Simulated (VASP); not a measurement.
A run of VASP 6.6.1 is set up as follows.

File INCAR:

```
SYSTEM = BaF2
  PREC = Accurate
  ENCUT = 600
  EDIFF = 1E-6
  ISMEAR = 0
  SIGMA = 0.01
  LREAL = .False.
  LASPH = .True.
  NELM = 120
  ALGO = Normal
  ISIF = 2
  LWAVE = .False.
  LCHARG = .False.
  GGA = PS
  NBANDS = 19
  GGA_COMPAT = .False.
```

Contents of KPOINTS:

```
Automatic mesh
0
Gamma
  6 6 6
  0 0 0
```

The input POSCAR:

```
BaF2
1.0
    2.9474809086      2.9474809086      0.0000000000
   -2.9474809086      2.9474809086      0.0000000000
    0.0000000000      2.9474809086      2.9474809086
Ba F
1 2
Direct
    0.0000000000      0.0000000000      0.0000000000
    0.2500000000      0.7500000000      0.5000000000
    0.7500000000      0.2500000000      0.5000000000
```

Potentials or basis: VASP PAW PBE potentials, release 64 (Ba_sv, F).

Run with:

```sh
$ cat potpaw_PBE.64/Ba_sv/POTCAR potpaw_PBE.64/F/POTCAR > POTCAR
$ mpirun -np 1 vasp_std > vasp.out
```

(1) What does it give for the pressure?

(2) What does it give for the band gap on the k mesh?

Answers

(1) 12.1 GPa.

(2) 7.26 eV, indirect (least direct gap 7.43 eV).

Caveat: the PAW data sets were made with another functional, which shifts forces and pressure a little; spin-orbit coupling is left out, which moves the levels of the heavy elements.
